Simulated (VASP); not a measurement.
The system is LiH.

```
Li H
1.0
     0.00000    1.99847    1.99847
     1.99847    0.00000    1.99847
     1.99847    1.99847    0.00000
Li H
1 1
Cartesian
  0.0000 0.0000 0.0000
  1.9985 1.9985 1.9985
```

Program: VASP 6.6.1. Alike in all runs: task single point; no spin polarisation; cell as given; k mesh 10 × 10 × 10; cutoff (eV) 520.

Question: Order these runs on this cell by their band gap on the k mesh, lowest first.
A. level LDA; potentials or basis VASP PAW LDA potentials, release 64 (Li_sv, H); smearing gaussian 0.01 eV
B. level PBE; potentials or basis VASP PAW PBE potentials, release 64 (Li_sv, H); smearing fermi-dirac 0.02 eV
C. level r2SCAN; potentials or basis VASP PAW PBE potentials, release 64 (Li_sv, H); smearing gaussian 0.01 eV

Answer: A (2.60 eV), B (2.97 eV), C (3.58 eV).

A k mesh can miss the band edges.
